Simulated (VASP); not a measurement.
Crystal: Al4Ir.

```
Al Ir
1.0
     6.00333    0.00000    0.00000
    -3.00167    5.19904    0.00000
     0.00000    0.00000    4.87879
Al Ir
8 2
Cartesian
  1.7127 2.4772 2.8359
  3.0017 0.2447 2.8359
  4.2906 2.4772 2.8359
  1.2890 2.7218 0.3965
  0.0000 4.9544 0.3965
  -1.2890 2.7218 0.3965
  0.0000 3.4660 3.6895
  3.0017 1.7330 1.2501
  0.0000 3.4660 1.6169
  3.0017 1.7330 4.0563
```

```yaml
Program: VASP 6.6.1
Task: relaxation of cell and atoms
Functional: PBE
Potentials_or_basis: VASP PAW PBE potentials, release 64 (Al, Ir)
Cutoff: 600 eV
k_mesh: 3 × 3 × 4
Occupations: gaussian, width 0.1 eV
Spin: no spin polarisation
```

At the start: pressure 123.2 GPa; volume 15.23 Å³/atom.

Question: How do energy, volume and symmetry change on relaxing?

Answer: Over 28 steps the energy falls by 3058.9 meV/atom and the volume is 26.68 Å³/atom (+75.2 %); space group P6_3/mmc (No. 194, to 0.05 Å).

The path:
```csv
step,energy change (eV),largest force (eV/Å),pressure (GPa),volume (Å³)
1,0.0000,13.5646,123.19,152.27
2,-17.9495,2.0329,-4.31,579.83
3,-19.1561,1.7608,-4.59,527.34
4,-20.3649,1.3289,-4.83,481.72
5,-26.2613,4.3694,2.62,286.47
6,-26.2021,6.5902,11.04,248.29
7,-26.3499,5.0369,4.76,274.70
8,-27.1375,1.6434,-7.60,316.54
9,-27.7738,1.1400,-4.04,297.12
10,-28.8315,1.5458,-2.38,278.23
11,-29.3568,1.7362,2.09,258.33
12,-29.8002,0.9094,2.11,257.86
13,-29.8131,0.9796,2.35,257.73
14,-30.0277,0.5317,-1.60,272.21
15,-30.0301,0.4750,-1.26,270.73
16,-30.1823,0.9387,-0.43,268.32
17,-30.2668,1.5776,0.80,265.16
18,-30.3538,1.4178,0.74,265.25
19,-30.5067,0.8692,0.94,265.43
20,-30.5097,0.6983,1.09,265.45
21,-30.5654,0.3988,0.03,268.13
22,-30.5762,0.2057,-0.67,270.06
23,-30.5845,0.1028,-0.33,268.52
24,-30.5872,0.0798,-0.02,267.17
25,-30.5872,0.0831,0.01,267.02
26,-30.5882,0.0517,0.01,266.92
27,-30.5890,0.0441,0.03,266.68
28,-30.5892,0.0295,0.01,266.80
```

Final structure:
```
Al Ir
1.0
     7.64707    0.00000    0.00000
    -3.82354    6.62256    0.00000
     0.00000    0.00000    5.26832
Al Ir
8 2
Direct
  0.50023 0.49977 0.56646
  0.50023 0.00047 0.56646
  0.99953 0.49977 0.56646
  0.49977 0.50023 0.06646
  0.49977 0.99953 0.06646
  0.00047 0.50023 0.06646
  0.33333 0.66667 0.81539
  0.66667 0.33333 0.31539
  0.33333 0.66667 0.31666
  0.66667 0.33333 0.81666
```

Caveat: the k points lie up to 0.32 Å⁻¹ apart in the final cell; the volume moved by over 15 % at a fixed basis, so the end points are rough.
